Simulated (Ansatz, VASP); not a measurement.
Ge in VASP and in Ansatz

```
Ge
1.0
     0.00000    2.88425    2.88425
     2.88425    0.00000    2.88425
     2.88425    2.88425    0.00000
Ge
2
Direct
  0.50000 0.50000 0.50000
  0.75000 0.75000 0.75000
```

Change from the starting cell: volume scaled by 1.06, crystal datasets.

Alike in both runs: task electric field gradients; functional PBEsol; k mesh 11 × 11 × 11; occupations fermi-dirac, width 0.05 eV; no spin polarisation.

|  | VASP | Ansatz |
| --- | --- | --- |
| version | VASP 6.6.1 | Ansatz 0.2.0 |
| potentials or method | VASP PAW PBE potentials, release 64 (Ge_d), cutoff 520 eV | all-electron PAW with datasets made for the crystal, scalar-relativistic |

Ansatz gave:

- pressure (GPa): -2.9

Q: What did VASP give for the same quantities?

A: Pressure (GPa): -3.0.

VASP's potentials were made for PBE, not for PBEsol. Ansatz ran all-electron here, and VASP with PAW potentials.
